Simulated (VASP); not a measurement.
# TePb (Fm-3m) in VASP: a series of runs

The runs below take TePb through single point, with PBEsol.

All numbers are computed with VASP 6.6.1; they aren't measurements. Logs are shortened: lines on timing, memory, paths and dates and some standing lists are left out, and cuts for length are marked.

### Step 1. The cell of the first run

Symmetry: Fm-3m, No. 225, cubic system. Conventional cell: a = 6.284 Å, b = 6.284 Å, c = 6.284 Å, α = 90.00°, β = 90.00°, γ = 90.00°. Within 4.1 Å of Te (site symmetry m-3m) lie 6 Pb at 3.14 Å. Within 4.1 Å of Pb (site symmetry m-3m) lie 6 Te at 3.14 Å.

### Step 2. Single point, PBEsol

INCAR

```
PREC = Accurate
ENCUT = 520
EDIFF = 1E-6
ISMEAR = 0
SIGMA = 0.01
LREAL = F
LASPH = T
NELM = 80
ALGO = Normal
ISIF = 2
LWAVE = F
LCHARG = T
GGA = PS
LELF = T
LVHAR = T
NBANDS = 17
```

KPOINTS

```
regular mesh
0
Gamma
  8 8 8
```

POSCAR

```
TePb
1.0
    0.0000000000      3.1422436490      3.1422436490
    3.1422436490      0.0000000000      3.1422436490
    3.1422436490      3.1422436490      0.0000000000
Te Pb
1 1
Direct
    0.5000000000      0.5000000000      0.5000000000
    0.0000000000      0.0000000000      0.0000000000
```

Potentials or basis: VASP PAW PBE potentials, release 64 (Te, Pb_d).

Launch:

```console
cat potpaw_PBE.64/Te/POTCAR potpaw_PBE.64/Pb_d/POTCAR > POTCAR
mpirun -np 1 vasp_std > vasp.out
```

OUTCAR:

```text
PREC = Accurate
   ENCUT = 520
   EDIFF = 1E-6
   ISMEAR = 0
   LREAL = F
   LASPH = T
   NELM = 80
   ISIF = 2
   GGA = PS

 ion  position               nearest neighbor table
   1  0.500  0.500  0.500-   2 3.14   2 3.14   2 3.14   2 3.14   2 3.14   2 3.14
   2  0.000  0.000  0.000-   1 3.14   1 3.14   1 3.14   1 3.14   1 3.14   1 3.14

  LATTYP: Found a face centered cubic cell.
 ALAT       =     6.2844872980

  Lattice vectors:

 A1 = (   0.0000000000,   3.1422436490,   3.1422436490)
 A2 = (   3.1422436490,   0.0000000000,   3.1422436490)
 A3 = (   3.1422436490,   3.1422436490,   0.0000000000)

Analysis of symmetry for initial positions (statically):
=====================================================================
 Subroutine PRICEL returns:
 Original cell was already a primitive cell.

 Routine SETGRP: Setting up the symmetry group for a
 face centered cubic supercell.

 Subroutine GETGRP returns: Found 48 space group operations
 (whereof 48 operations were pure point group operations)
 out of a pool of 48 trial point group operations.

The static configuration has the point symmetry O_h .

Analysis of symmetry for dynamics (positions and initial velocities):
=====================================================================
 Subroutine PRICEL returns:
 Original cell was already a primitive cell.

 Routine SETGRP: Setting up the symmetry group for a
 face centered cubic supercell.

 Subroutine GETGRP returns: Found 48 space group operations
 (whereof 48 operations were pure point group operations)
 out of a pool of 48 trial point group operations.

The dynamic configuration has the point symmetry O_h .

 Subroutine INISYM returns: Found 48 space group operations
 (whereof 48 operations are pure point group operations),
 and found     1 'primitive' translations

----------------------------------------------------------------------------------------

                                     Primitive cell

  volume of cell :      62.0511

  direct lattice vectors                    reciprocal lattice vectors
     0.000000000  3.142243649  3.142243649    -0.159121970  0.159121970  0.159121970
     3.142243649  0.000000000  3.142243649     0.159121970 -0.159121970  0.159121970
     3.142243649  3.142243649  0.000000000     0.159121970  0.159121970 -0.159121970

  length of vectors
     4.443803585  4.443803585  4.443803585     0.275607337  0.275607337  0.275607337

  position of ions in fractional coordinates (direct lattice)
     0.500000000  0.500000000  0.500000000
     0.000000000  0.000000000  0.000000000

  ion indices of the primitive-cell ions
   primitive index   ion index
                 1           1
                 2           2

----------------------------------------------------------------------------------------

 KPOINTS: regular mesh

Automatic generation of k-mesh.
 Grid dimensions read from file:
 generate k-points for:    8    8    8

 Generating k-lattice:

  Cartesian coordinates                     Fractional coordinates (reciprocal lattice)
    -0.019890246  0.019890246  0.019890246     0.125000000  0.000000000  0.000000000
     0.019890246 -0.019890246  0.019890246     0.000000000  0.125000000  0.000000000
     0.019890246  0.019890246 -0.019890246     0.000000000  0.000000000  0.125000000

  Length of vectors
     0.034450917  0.034450917  0.034450917

  Shift w.r.t. Gamma in fractional coordinates (k-lattice)
     0.000000000  0.000000000  0.000000000

 Subroutine IBZKPT returns following result:
 ===========================================

 Found     29 irreducible k-points:

 Following reciprocal coordinates:
            Coordinates               Weight
  0.000000  0.000000  0.000000      1.000000
  0.125000  0.000000  0.000000      8.000000
  0.250000  0.000000  0.000000      8.000000
  0.375000  0.000000  0.000000      8.000000
  0.500000  0.000000  0.000000      4.000000
  0.125000  0.125000  0.000000      6.000000
[... 16 lines left out ...]
  0.500000  0.250000  0.125000     48.000000
 -0.375000  0.250000  0.125000     24.000000
 [... further k-points ...]
   k-points           NKPTS =     29   k-points in BZ     NKDIM =     29   number of bands    NBANDS=     17
   number of dos      NEDOS =    301   number of ions     NIONS =      2
   total plane-waves  NPLWV =  46656
   dimension x,y,z NGX =    36 NGY =   36 NGZ =   36
   dimension x,y,z NGXF=    72 NGYF=   72 NGZF=   72
   ions per type =               1   1
   NGX,Y,Z   is equivalent  to a cutoff of  13.47, 13.47, 13.47 a.u.
   NGXF,Y,Z  is equivalent  to a cutoff of  26.94, 26.94, 26.94 a.u.
 SYSTEM =  unknown system
   PREC   = accura    normal or accurate (medium, high low for compatibility)
   ISTART =      0    job   : 0-new  1-cont  2-samecut
   ICHARG =      2    charge: 1-file 2-atom 10-const
   ISPIN  =      1    spin polarized calculation?
   LNONCOLLINEAR =      F non collinear calculations
   LSORBIT =      F    spin-orbit coupling
   LASPH  =      T    aspherical Exc in radial PAW
   ENCUT  =  520.0 eV  38.22 Ry    6.18 a.u.   8.26  8.26  8.26*2*pi/ulx,y,z
   NELM   =     80;   NELMIN=  2; NELMDL= -5     # of ELM steps
   EDIFF  = 0.1E-05   stopping-criterion for ELM
   LREAL  =      F    real-space projection
   EDIFFG = 0.1E-04   stopping-criterion for IOM
   NSW    =      0    number of steps for IOM
   IBRION =     -1    ionic relax: 0-MD 1-quasi-New 2-CG
   NFREE  =      0    steps in history (QN), initial steepest desc. (CG)
   ISIF   =      2    stress and relaxation
   ISYM   =      2    0-nonsym 1-usesym 2-fastsym
   POTIM  = 0.5000    time-step for ionic-motion
   TEBEG  =    0.0;   TEEND  =   0.0 temperature during run
   PSTRESS=    0.0 pullay stress
   NELECT =      20.0000    total number of electrons
   NUPDOWN=      -1.0000    fix difference up-down
   EMIN   =  10.00;   EMAX   =-10.00  energy-range for DOS
   EFERMI =   0.00;   METHOD = LEGACY
   ISMEAR =     0;   SIGMA  =   0.01  broadening in eV -4-tet -1-fermi 0-gaus
   EFERMI_NEDOS =   21; number of points for ismear=-14 and -15
   IALGO  =     38    algorithm
   IMIX   =      4    mixing-type and parameters
     AMIX     =   0.40;   BMIX     =  1.00
     AMIX_MAG =   1.60;   BMIX_MAG =  1.00
  volume/ion in A,a.u.               =      31.03       209.37
  Fermi-wavevector in a.u.,A,eV,Ry     =   1.122453  2.121129 17.142001  1.259902
  Thomas-Fermi vector in A             =   2.259113
   LORBIT       =      0    0 simple, 1 ext, 2 COOP (PROOUT), +10 PAW based schemes
   GGA     = PS    functional components
   LHFCALC =     F    Hartree Fock is set to
   AEXX    =    0.0000 exact exchange contribution
   IVDW    =     0    specifies the selected vdW correction
   LEPSILON=     F    determine dielectric tensor
   LRPA    =     F    only Hartree local field effects (RPA)
 non-spin polarized calculation
 Gauss-broadening in eV      SIGMA  =   0.01
  energy-cutoff  :      520.00
  volume of cell :       62.05
 maximum number of plane-waves:      1700
 NGX is ok and might be reduce to    36
   NGX = 17   NGY = 17   NGZ = 17

 number of electron      19.9999999 magnetization

 Free energy of the ion-electron system (eV)
  ---------------------------------------------------
  ext. energy  EPLUGINS =         0.00000000
  ---------------------------------------------------
  free energy    TOTEN  =        -8.20241016 eV

  energy without entropy =       -8.20241016  energy(sigma->0) =       -8.20241016

 E-fermi :   6.6829     XC(G=0):  -9.8486

 val. band max:        6.6179777801   @ k =   0.5000   0.0000   0.0000
 cond. band min:       7.0864427942   @ k =   0.5000   0.0000   0.0000
 fundamental gap:      0.4684650141
 Fermi energy:         6.6828958173

 k-point     1 :       0.0000    0.0000    0.0000
  band No.  band energies     occupation
      1     -10.2065      2.00000
      2     -10.2065      2.00000
      3     -10.1882      2.00000
      4     -10.1882      2.00000
      5     -10.1882      2.00000
      6      -6.1825      2.00000
[... 9 lines left out ...]
     16      12.1460      0.00000
     17      13.4990      0.00000

 k-point     2 :       0.1250    0.0000    0.0000
  band No.  band energies     occupation
      1     -10.2093      2.00000
      2     -10.2093      2.00000
      3     -10.1878      2.00000
      4     -10.1851      2.00000
      5     -10.1851      2.00000
      6      -6.0318      2.00000
[... 9 lines left out ...]
     16      12.4638      0.00000
     17      14.7437      0.00000

 k-point     3 :       0.2500    0.0000    0.0000
  band No.  band energies     occupation
      1     -10.2172      2.00000
      2     -10.2172      2.00000
      3     -10.1870      2.00000
      4     -10.1765      2.00000
      5     -10.1765      2.00000
      6      -5.5945      2.00000
[... 9 lines left out ...]
     16      13.3094      0.00000
     17      16.9850      0.00000

 k-point     4 :       0.3750    0.0000    0.0000
  band No.  band energies     occupation
      1     -10.2257      2.00000
      2     -10.2257      2.00000
      3     -10.1865      2.00000
      4     -10.1674      2.00000
      5     -10.1674      2.00000
      6      -4.9503      2.00000
[... 9 lines left out ...]
     16      14.5981      0.00000
     17      17.6024      0.00000

 k-point     5 :       0.5000    0.0000    0.0000
  band No.  band energies     occupation
      1     -10.2293      2.00000
      2     -10.2293      2.00000
      3     -10.1863      2.00000
      4     -10.1635      2.00000
      5     -10.1635      2.00000
      6      -4.5082      2.00000
[... 9 lines left out ...]
     16      15.7906      0.00000
     17      15.9901      0.00000

 k-point     6 :       0.1250    0.1250    0.0000
  band No.  band energies     occupation
      1     -10.2164      2.00000
      2     -10.2041      2.00000
      3     -10.1904      2.00000
      4     -10.1831      2.00000
      5     -10.1831      2.00000
      6      -5.9809      2.00000
[... 9 lines left out ...]
     16      13.0410      0.00000
     17      14.6542      0.00000

 k-point     7 :       0.2500    0.1250    0.0000
  band No.  band energies     occupation
      1     -10.2278      2.00000
      2     -10.2064      2.00000
      3     -10.1905      2.00000
      4     -10.1773      2.00000
      5     -10.1751      2.00000
      6      -5.6379      2.00000
[... 9 lines left out ...]
     16      13.9301      0.00000
     17      15.8647      0.00000

 k-point     8 :       0.3750    0.1250    0.0000
  band No.  band energies     occupation
      1     -10.2373      2.00000
      2     -10.2149      2.00000
      3     -10.1875      2.00000
      4     -10.1715      2.00000
      5     -10.1659      2.00000
      6      -5.0562      2.00000
[... 9 lines left out ...]
     16      15.1644      0.00000
     17      17.2006      0.00000
[... 203 lines left out ...]
      1     -10.2946      2.00000
      2     -10.1991      2.00000
      3     -10.1954      2.00000
      4     -10.1549      2.00000
      5     -10.1532      2.00000
      6      -4.2297      2.00000
[... 9 lines left out ...]
     16      16.8115      0.00000
     17      17.4503      0.00000

 k-point    20 :      -0.3750    0.3750    0.0000
  band No.  band energies     occupation
      1     -10.2810      2.00000
      2     -10.2054      2.00000
      3     -10.1902      2.00000
      4     -10.1612      2.00000
      5     -10.1558      2.00000
      6      -4.0509      2.00000
[... 9 lines left out ...]
     16      15.5753      0.00000
     17      17.7043      0.00000

 k-point    21 :       0.5000    0.5000    0.0000
  band No.  band energies     occupation
      1     -10.3064      2.00000
      2     -10.2032      2.00000
      3     -10.1903      2.00000
      4     -10.1506      2.00000
      5     -10.1506      2.00000
      6      -4.1572      2.00000
[... 9 lines left out ...]
     16      17.7553      0.00000
     17      18.0130      0.00000

 k-point    22 :       0.3750    0.2500    0.1250
  band No.  band energies     occupation
      1     -10.2413      2.00000
      2     -10.2084      2.00000
      3     -10.1903      2.00000
      4     -10.1706      2.00000
      5     -10.1692      2.00000
      6      -5.2201      2.00000
[... 9 lines left out ...]
     16      15.3432      0.00000
     17      15.6071      0.00000

 k-point    23 :       0.5000    0.2500    0.1250
  band No.  band energies     occupation
      1     -10.2502      2.00000
      2     -10.2153      2.00000
      3     -10.1852      2.00000
      4     -10.1690      2.00000
      5     -10.1627      2.00000
      6      -4.6303      2.00000
[... 9 lines left out ...]
     16      15.5423      0.00000
     17      16.7825      0.00000

 k-point    24 :      -0.3750    0.2500    0.1250
  band No.  band energies     occupation
      1     -10.2530      2.00000
      2     -10.2190      2.00000
      3     -10.1804      2.00000
      4     -10.1716      2.00000
      5     -10.1595      2.00000
      6      -4.2571      2.00000
[... 9 lines left out ...]
     16      16.4145      0.00000
     17      16.7157      0.00000

 [... further k-points ...]

------------------------ aborting loop because EDIFF is reached ----------------------------------------

  FORCE on cell =-STRESS in cart. coord.  units (eV):
  Direction    XX          YY          ZZ          XY          YZ          ZX
  --------------------------------------------------------------------------------------
  -------------------------------------------------------------------------------------
  Total        1.5307612      1.5307612      1.5307612      0.0000000      0.0000000      0.0000000
  in kB       39.5246888     39.5246888     39.5246888      0.0000000      0.0000000      0.0000000
  external PRESSURE =      39.5246888 kB  Pullay stress =       0.0000000 kB

 VOLUME and BASIS-vectors are now :
 -----------------------------------------------------------------------------
  energy-cutoff  :      520.00
  volume of cell :       62.05
      direct lattice vectors                 reciprocal lattice vectors
     0.000000000  3.142243649  3.142243649    -0.159121970  0.159121970  0.159121970
     3.142243649  0.000000000  3.142243649     0.159121970 -0.159121970  0.159121970
     3.142243649  3.142243649  0.000000000     0.159121970  0.159121970 -0.159121970

 POSITION                                       TOTAL-FORCE (eV/Angst)
 -----------------------------------------------------------------------------------
      3.14224      3.14224      3.14224         0.000000      0.000000     -0.000000
      0.00000      0.00000      0.00000        -0.000000     -0.000000      0.000000
 -----------------------------------------------------------------------------------
    total drift:                               -0.000000      0.000000      0.000000

  FREE ENERGIE OF THE ION-ELECTRON SYSTEM (eV)
  ---------------------------------------------------
  free  energy   TOTEN  =        -8.2024101613 eV

  energy  without entropy=       -8.2024101613  energy(sigma->0) =       -8.20241016
```

It took 54 s on 1 thread of Intel Xeon 8259CL, shared host; peak memory 0.21 GiB.

Results:

```
Free energy            : -8.2024 eV
Pressure               : 4.0 GPa
Band gap on the k mesh : 0.47 eV
```

Caveat: the cell stands under pressure; the PAW data sets were made with another functional, which shifts forces and pressure a little; spin-orbit coupling is left out, which moves the levels of the heavy elements. A k mesh can miss the band edges.

### Step 3. Single point, PBEsol

This run uses another cell than the first one, of 32.11 Å³/atom.

INCAR

```
SYSTEM = TePb
PREC = Accurate
ENCUT = 520
EDIFF = 1E-6
ISMEAR = 0
SIGMA = 0.01
LREAL = .FALSE.
LASPH = .TRUE.
NELM = 80
ALGO = Normal
ISIF = 2
LWAVE = .FALSE.
LCHARG = .TRUE.
GGA = PS
LELF = .TRUE.
LVHAR = .TRUE.
NBANDS = 17
```

KPOINTS

```
Automatic mesh
0
G
  8 8 8
  0 0 0
```

POSCAR

```
TePb
1.0
    0.0000000000      3.1782827528      3.1782827528
    3.1782827528      0.0000000000      3.1782827528
    3.1782827528      3.1782827528      0.0000000000
Te Pb
1 1
Direct
    0.5000000000      0.5000000000      0.5000000000
    0.0000000000      0.0000000000      0.0000000000
```

Potentials or basis: VASP PAW PBE potentials, release 64 (Te, Pb_d).

Launch:

```console
cat potpaw_PBE.64/Te/POTCAR potpaw_PBE.64/Pb_d/POTCAR > POTCAR
mpirun -np 1 vasp_std > vasp.out
```

Wall time 54 s (1 thread of Intel Xeon 8259CL, shared host); peak memory 0.22 GiB.

The run converged. Its results:

| Property | Result |
| --- | --- |
| Free energy | -8.2427 eV |
| Pressure | 2.0 GPa |
| Band gap on the k mesh | 0.56 eV |

Levels at points of the mesh, in eV from the valence-band top:
| k point | band 7 | band 8 | band 9 | band 10 | band 11 | band 12 | band 13 | band 14 |
| --- | --- | --- | --- | --- | --- | --- | --- | --- |
| (0.00, 0.00, 0.00) | -5.50 | -1.54 | -1.54 | -1.54 | 4.09 | 4.09 | 4.09 | 5.63 |
| (0.50, 0.00, 0.00) | -8.90 | -1.04 | -1.04 | 0.00 | 0.56 | 1.10 | 1.10 | 8.33 |
| (0.50, 0.50, 0.00) | -7.41 | -4.94 | -3.11 | -3.11 | 2.98 | 5.63 | 5.63 | 6.96 |

Caveat: the PAW data sets were made with another functional, which shifts forces and pressure a little; spin-orbit coupling is left out, which moves the levels of the heavy elements. A k mesh can miss the band edges.

### Step 4. Single point, PBEsol

This run uses another cell than the first one, of 32.74 Å³/atom.

INCAR

```
PREC = Accurate
ENCUT = 520
EDIFF = 1E-6
ISMEAR = 0
SIGMA = 0.01
LREAL = False
LASPH = True
NELM = 60
ALGO = Normal
ISIF = 2
LWAVE = False
LCHARG = False
GGA = PS
NBANDS = 17
```

KPOINTS

```
Automatic mesh
0
Gamma
  8 8 8
```

POSCAR

```
TePb
1.0
    0.0000000000      3.1991779221      3.1991779221
    3.1991779221      0.0000000000      3.1991779221
    3.1991779221      3.1991779221      0.0000000000
Te Pb
1 1
Direct
    0.5000000000      0.5000000000      0.5000000000
    0.0000000000      0.0000000000      0.0000000000
```

Launch:

```console
cat potpaw_PBE.64/Te/POTCAR potpaw_PBE.64/Pb_d/POTCAR > POTCAR
mpirun -np 1 vasp_std > vasp.out
```

Wall time 52 s (1 thread of Intel Xeon 8259CL, shared host); peak memory 0.22 GiB.

It converged, with:

```
Free energy            : -8.2547 eV
Pressure               : 1.0 GPa
Band gap on the k mesh : 0.60 eV
```

Levels at points of the mesh, in eV from the valence-band top:
```
           k point  band 6  band 7  band 8  band 9  band 10  band 11  band 12  band 13  band 14  band 15
(0.00, 0.00, 0.00)  -12.29   -5.55   -1.46   -1.46    -1.46     4.08     4.08     4.08     5.68     5.68
(0.50, 0.00, 0.00)  -10.77   -8.77   -0.97   -0.97     0.00     0.60     1.16     1.16     8.32     9.22
(0.50, 0.50, 0.00)  -10.49   -7.36   -4.77   -2.99    -2.99     3.07     5.56     5.56     6.85    10.19
```

Caveat: the PAW data sets were made with another functional, which shifts forces and pressure a little; spin-orbit coupling is left out, which moves the levels of the heavy elements. A k mesh can miss the band edges.

### Step 5. Overview

```csv
cell,gap on the mesh (eV),pressure (GPa)
"a = 4.444 Å, angles 60.0°, 2 atoms",0.47,4.0
"a = 4.495 Å, angles 60.0°, 2 atoms",0.56,2.0
"a = 4.524 Å, angles 60.0°, 2 atoms",0.60,1.0
```

Alike in all rows: task single point; level PBEsol; potentials or basis VASP PAW PBE potentials, release 64 (Te, Pb_d); no spin polarisation; k mesh 8 × 8 × 8; cutoff (eV) 520; smearing gaussian 0.01 eV.

Caveats: the PAW data sets were made with another functional, which shifts forces and pressure a little; spin-orbit coupling is left out, which moves the levels of the heavy elements; the cell stands under pressure (at least some runs).

Absolute energies hang on the potentials; compare differences alone.
